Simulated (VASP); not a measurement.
# CsMgBiO3 (R3m) in VASP: notebook

Runs on CsMgBiO3. Level: PBE. Tasks: single point.

Program: VASP 6.6.1. These are calculated values, not measurements. Logs are shortened: lines on timing, memory, paths and dates and some standing lists are left out, and cuts for length are marked.

### Step 1. The cell of the first run

The structure is trigonal, space group R3m (No. 160). The conventional cell has a = 6.526 Å, b = 6.526 Å, c = 11.391 Å, α = 90.00°, β = 90.00°, γ = 120.00°. Within 2.8 Å of Bi (site symmetry 3m) lie 3 O at 2.09 Å. Cs (site symmetry 3m) has 9 O at 3.37 to 3.47 Å and 4 Bi at 3.77 to 3.92 Å and 4 Mg at 3.83 to 4.48 Å within 4.5 Å. Within 2.6 Å of Mg (site symmetry 3m) lie 3 O at 1.93 Å. Within 2.6 Å of O (site symmetry m) lie 1 Mg at 1.93 Å and 1 Bi at 2.09 Å.

### Step 2. Single point, PBE

Input file INCAR:

```
  ALGO = Normal
  EDIFF = 1E-6
  ENCUT = 520
  GGA = PE
  ISIF = 2
  ISMEAR = -1
  LASPH = True
  LCHARG = False
  LREAL = False
  LWAVE = False
  NBANDS = 31
  NELM = 60
  PREC = Accurate
  SIGMA = 0.05
```

Input file KPOINTS:

```
k-points
0
Gamma
  5 5 5
```

Input file POSCAR:

```
CsMgBiO3
1.0
    3.2628220556      1.8837911921      3.7970092083
   -3.2628220556      1.8837911921      3.7970092083
    0.0000000000     -3.7675823842      3.7970092083
Bi Cs Mg O
1 1 1 3
Direct
    0.5685285050      0.5685285050      0.5685285050
    0.9125368167      0.9125368167      0.9125368167
    0.3058036566      0.3058036566      0.3058036566
    0.9816032101      0.4906611458      0.4906611458
    0.4906611458      0.4906611458      0.9816032101
    0.4906611458      0.9816032101      0.4906611458
```

Potentials or basis: VASP PAW PBE potentials, release 64 (Bi_d, Cs_sv, Mg, O).

Launch:

```
$ cat potpaw_PBE.64/Bi_d/POTCAR potpaw_PBE.64/Cs_sv/POTCAR potpaw_PBE.64/Mg/POTCAR potpaw_PBE.64/O/POTCAR > POTCAR
$ mpirun -np 1 vasp_std > vasp.out
```

OUTCAR:

```text
EDIFF = 1E-6
   ENCUT = 520
   GGA = PE
   ISIF = 2
   ISMEAR = -1
   LASPH = True
   LREAL = False
   NELM = 60
   PREC = Accurate

 ion  position               nearest neighbor table
   1  0.569  0.569  0.569-   5 2.09   4 2.09   6 2.09   3 2.99
   2  0.913  0.913  0.913-
   3  0.306  0.306  0.306-   5 1.93   4 1.93   6 1.93   1 2.99
   4  0.982  0.491  0.491-   3 1.93   1 2.09
   5  0.491  0.491  0.982-   3 1.93   1 2.09
   6  0.491  0.982  0.491-   3 1.93   1 2.09

  LATTYP: Found a trigonal (rhomboedric) cell.
 ALAT       =     5.3490144840
 COS(alpha) =     0.2558350233

  Lattice vectors:

 A1 = (   3.2628220556,   1.8837911921,   3.7970092083)
 A2 = (  -3.2628220556,   1.8837911921,   3.7970092083)
 A3 = (   0.0000000000,  -3.7675823842,   3.7970092083)

Analysis of symmetry for initial positions (statically):
=====================================================================
 Subroutine PRICEL returns:
 Original cell was already a primitive cell.

 Routine SETGRP: Setting up the symmetry group for a
 trigonal (rhombohedral) supercell.

 Subroutine GETGRP returns: Found  6 space group operations
 (whereof  6 operations were pure point group operations)
 out of a pool of 12 trial point group operations.

The static configuration has the point symmetry C_3v.

Analysis of symmetry for dynamics (positions and initial velocities):
=====================================================================
 Subroutine PRICEL returns:
 Original cell was already a primitive cell.

 Routine SETGRP: Setting up the symmetry group for a
 trigonal (rhombohedral) supercell.

 Subroutine GETGRP returns: Found  6 space group operations
 (whereof  6 operations were pure point group operations)
 out of a pool of 12 trial point group operations.

The dynamic configuration has the point symmetry C_3v.

 Subroutine INISYM returns: Found  6 space group operations
 (whereof  6 operations are pure point group operations),
 and found     1 'primitive' translations

----------------------------------------------------------------------------------------

                                     Primitive cell

  volume of cell :     140.0293

  direct lattice vectors                    reciprocal lattice vectors
     3.262822056  1.883791192  3.797009208     0.153241578  0.088474066  0.087788392
    -3.262822056  1.883791192  3.797009208    -0.153241578  0.088474066  0.087788392
     0.000000000 -3.767582384  3.797009208     0.000000000 -0.176948132  0.087788392

  length of vectors
     5.349014484  5.349014484  5.349014484     0.197528336  0.197528336  0.197528336

  position of ions in fractional coordinates (direct lattice)
     0.568528505  0.568528505  0.568528505
     0.912536817  0.912536817  0.912536817
     0.305803657  0.305803657  0.305803657
     0.981603210  0.490661146  0.490661146
     0.490661146  0.490661146  0.981603210
     0.490661146  0.981603210  0.490661146

  ion indices of the primitive-cell ions
   primitive index   ion index
                 1           1
                 2           2
                 3           3
                 4           4
                 5           5
                 6           6

----------------------------------------------------------------------------------------

 KPOINTS: k-points

Automatic generation of k-mesh.
 Grid dimensions read from file:
 generate k-points for:    5    5    5

 Generating k-lattice:

  Cartesian coordinates                     Fractional coordinates (reciprocal lattice)
     0.030648316  0.017694813  0.017557678     0.200000000  0.000000000  0.000000000
    -0.030648316  0.017694813  0.017557678     0.000000000  0.200000000  0.000000000
     0.000000000 -0.035389626  0.017557678     0.000000000  0.000000000  0.200000000

  Length of vectors
     0.039505667  0.039505667  0.039505667

  Shift w.r.t. Gamma in fractional coordinates (k-lattice)
     0.000000000  0.000000000  0.000000000

 Subroutine IBZKPT returns following result:
 ===========================================

 Found     19 irreducible k-points:

 Following reciprocal coordinates:
            Coordinates               Weight
  0.000000  0.000000  0.000000      1.000000
  0.200000 -0.000000  0.000000      6.000000
  0.400000 -0.000000 -0.000000      6.000000
  0.200000  0.200000  0.000000      6.000000
  0.400000  0.200000 -0.000000     12.000000
 -0.400000  0.200000  0.000000     12.000000
[... 11 lines left out ...]
  0.400000  0.400000  0.400000      2.000000
 -0.400000  0.400000  0.400000      6.000000
   k-points           NKPTS =     19   k-points in BZ     NKDIM =     19   number of bands    NBANDS=     31
   number of dos      NEDOS =    301   number of ions     NIONS =      6
   total plane-waves  NPLWV =  64000
   dimension x,y,z NGX =    40 NGY =   40 NGZ =   40
   dimension x,y,z NGXF=    80 NGYF=   80 NGZF=   80
   ions per type =               1   1   1   3
   NGX,Y,Z   is equivalent  to a cutoff of  12.43, 12.43, 12.43 a.u.
   NGXF,Y,Z  is equivalent  to a cutoff of  24.86, 24.86, 24.86 a.u.
 SYSTEM =  unknown system
   PREC   = accura    normal or accurate (medium, high low for compatibility)
   ISTART =      0    job   : 0-new  1-cont  2-samecut
   ICHARG =      2    charge: 1-file 2-atom 10-const
   ISPIN  =      1    spin polarized calculation?
   LNONCOLLINEAR =      F non collinear calculations
   LSORBIT =      F    spin-orbit coupling
   LASPH  =      T    aspherical Exc in radial PAW
   ENCUT  =  520.0 eV  38.22 Ry    6.18 a.u.   9.95  9.95  9.95*2*pi/ulx,y,z
   NELM   =     60;   NELMIN=  2; NELMDL= -5     # of ELM steps
   EDIFF  = 0.1E-05   stopping-criterion for ELM
   LREAL  =      F    real-space projection
   EDIFFG = 0.1E-04   stopping-criterion for IOM
   NSW    =      0    number of steps for IOM
   IBRION =     -1    ionic relax: 0-MD 1-quasi-New 2-CG
   NFREE  =      0    steps in history (QN), initial steepest desc. (CG)
   ISIF   =      2    stress and relaxation
   ISYM   =      2    0-nonsym 1-usesym 2-fastsym
   POTIM  = 0.5000    time-step for ionic-motion
   TEBEG  =    0.0;   TEEND  =   0.0 temperature during run
   PSTRESS=    0.0 pullay stress
   NELECT =      44.0000    total number of electrons
   NUPDOWN=      -1.0000    fix difference up-down
   EMIN   =  10.00;   EMAX   =-10.00  energy-range for DOS
   EFERMI =   0.00;   METHOD = LEGACY
   ISMEAR =    -1;   SIGMA  =   0.05  broadening in eV -4-tet -1-fermi 0-gaus
   EFERMI_NEDOS =   21; number of points for ismear=-14 and -15
   IALGO  =     38    algorithm
   IMIX   =      4    mixing-type and parameters
     AMIX     =   0.40;   BMIX     =  1.00
     AMIX_MAG =   1.60;   BMIX_MAG =  1.00
  volume/ion in A,a.u.               =      23.34       157.49
  Fermi-wavevector in a.u.,A,eV,Ry     =   1.112977  2.103221 16.853767  1.238717
  Thomas-Fermi vector in A             =   2.249557
   LORBIT       =      0    0 simple, 1 ext, 2 COOP (PROOUT), +10 PAW based schemes
   GGA     = PE    functional components
   LHFCALC =     F    Hartree Fock is set to
   AEXX    =    0.0000 exact exchange contribution
   IVDW    =     0    specifies the selected vdW correction
   LEPSILON=     F    determine dielectric tensor
   LRPA    =     F    only Hartree local field effects (RPA)
 non-spin polarized calculation
  energy-cutoff  :      520.00
  volume of cell :      140.03
 maximum number of plane-waves:      3782
   NGX = 19   NGY = 19   NGZ = 19

 number of electron      43.9999990 magnetization

 Free energy of the ion-electron system (eV)
  ---------------------------------------------------
  ext. energy  EPLUGINS =         0.00000000
  ---------------------------------------------------
  free energy    TOTEN  =       -30.55561812 eV

  energy without entropy =      -30.55561812  energy(sigma->0) =      -30.55561812

 E-fermi :   2.5739     XC(G=0):  -8.3210

 val. band max:        1.4732477090   @ k =  -0.4000   0.4000   0.4000
 cond. band min:       4.1379003622   @ k =  -0.4000   0.4000   0.4000
 fundamental gap:      2.6646526532
 Fermi energy:         2.5739286513

 k-point     1 :       0.0000    0.0000    0.0000
  band No.  band energies     occupation
      1     -20.6414      2.00000
      2     -20.6414      2.00000
      3     -20.4516      2.00000
      4     -20.3784      2.00000
      5     -20.3784      2.00000
      6     -19.0468      2.00000
[... 23 lines left out ...]
     30       9.2943      0.00000
     31       9.2943      0.00000

 k-point     2 :       0.2000   -0.0000    0.0000
  band No.  band energies     occupation
      1     -20.6413      2.00000
      2     -20.6392      2.00000
      3     -20.4518      2.00000
      4     -20.3787      2.00000
      5     -20.3785      2.00000
      6     -19.0420      2.00000
[... 23 lines left out ...]
     30       9.3473      0.00000
     31       9.6095      0.00000

 k-point     3 :       0.4000   -0.0000   -0.0000
  band No.  band energies     occupation
      1     -20.6413      2.00000
      2     -20.6358      2.00000
      3     -20.4520      2.00000
      4     -20.3791      2.00000
      5     -20.3787      2.00000
      6     -19.0341      2.00000
[... 23 lines left out ...]
     30       9.3949      0.00000
     31       9.4334      0.00000

 k-point     4 :       0.2000    0.2000    0.0000
  band No.  band energies     occupation
      1     -20.6405      2.00000
      2     -20.6375      2.00000
      3     -20.4523      2.00000
      4     -20.3789      2.00000
      5     -20.3785      2.00000
      6     -19.0392      2.00000
[... 465 lines left out ...]
     30       9.3438      0.00000
     31       9.3711      0.00000

 k-point    18 :       0.4000    0.4000    0.4000
  band No.  band energies     occupation
      1     -20.6313      2.00000
      2     -20.6313      2.00000
      3     -20.4561      2.00000
      4     -20.3791      2.00000
      5     -20.3791      2.00000
      6     -19.0249      2.00000
[... 23 lines left out ...]
     30       9.6551      0.00000
     31       9.6552      0.00000

 k-point    19 :      -0.4000    0.4000    0.4000
  band No.  band energies     occupation
      1     -20.6317      2.00000
      2     -20.6312      2.00000
      3     -20.4557      2.00000
      4     -20.3793      2.00000
      5     -20.3790      2.00000
      6     -19.0229      2.00000
[... 23 lines left out ...]
     30       9.5012      0.00000
     31       9.5324      0.00000

------------------------ aborting loop because EDIFF is reached ----------------------------------------

  FORCE on cell =-STRESS in cart. coord.  units (eV):
  Direction    XX          YY          ZZ          XY          YZ          ZX
  --------------------------------------------------------------------------------------
  -------------------------------------------------------------------------------------
  Total       -1.0749668     -1.0749668      1.3573942      0.0000000     -0.0000000      0.0000000
  in kB      -12.2994749    -12.2994749     15.5309322      0.0000000     -0.0000000      0.0000000
  external PRESSURE =      -3.0226725 kB  Pullay stress =       0.0000000 kB

 VOLUME and BASIS-vectors are now :
 -----------------------------------------------------------------------------
  energy-cutoff  :      520.00
  volume of cell :      140.03
      direct lattice vectors                 reciprocal lattice vectors
     3.262822056  1.883791192  3.797009208     0.153241578  0.088474066  0.087788392
    -3.262822056  1.883791192  3.797009208    -0.153241578  0.088474066  0.087788392
     0.000000000 -3.767582384  3.797009208     0.000000000 -0.176948132  0.087788392

 POSITION                                       TOTAL-FORCE (eV/Angst)
 -----------------------------------------------------------------------------------
      0.00000      0.00000      6.47612         0.000000      0.000000     -0.091411
      0.00000      0.00000     10.39473         0.000000      0.000000      0.001161
      0.00000      0.00000      3.48342         0.000000      0.000000      0.020576
      1.60186      0.92483      7.45325         0.047133      0.027212      0.023225
      0.00000     -1.84966      7.45325         0.000000     -0.054425      0.023225
     -1.60186      0.92483      7.45325        -0.047133      0.027212      0.023225
 -----------------------------------------------------------------------------------
    total drift:                               -0.000000     -0.000000     -0.000467

  FREE ENERGIE OF THE ION-ELECTRON SYSTEM (eV)
  ---------------------------------------------------
  free  energy   TOTEN  =       -30.5556181185 eV

  energy  without entropy=      -30.5556181185  energy(sigma->0) =      -30.55561812
```

It took 41 s on 1 thread of Intel Xeon Platinum 8488C (Sapphire Rapids), shared host; peak memory 0.29 GiB.

What came out:

```yaml
Free_energy: -30.5556 eV
Pressure: -0.3 GPa
Largest_force: 0.091 eV/Å
Band_gap_on_the_k_mesh: 2.66 eV
```

Forces on the atoms (eV/Å):
```
Bi   0.000  0.000 -0.091
Cs   0.000  0.000  0.001
Mg   0.000  0.000  0.021
O    0.047  0.027  0.023
O    0.000 -0.054  0.023
O   -0.047  0.027  0.023
```

Levels at points of the mesh, in eV from the valence-band top:
```tsv
k point	band 19	band 20	band 21	band 22	band 23	band 24	band 25	band 26
(0.00, 0.00, 0.00)	-1.43	-1.15	-1.15	-0.76	3.14	4.94	4.94	5.27
```

Caveat: spin-orbit coupling is left out, which moves the levels of the heavy elements. A k mesh can miss the band edges.

[end of part 1 of 3]
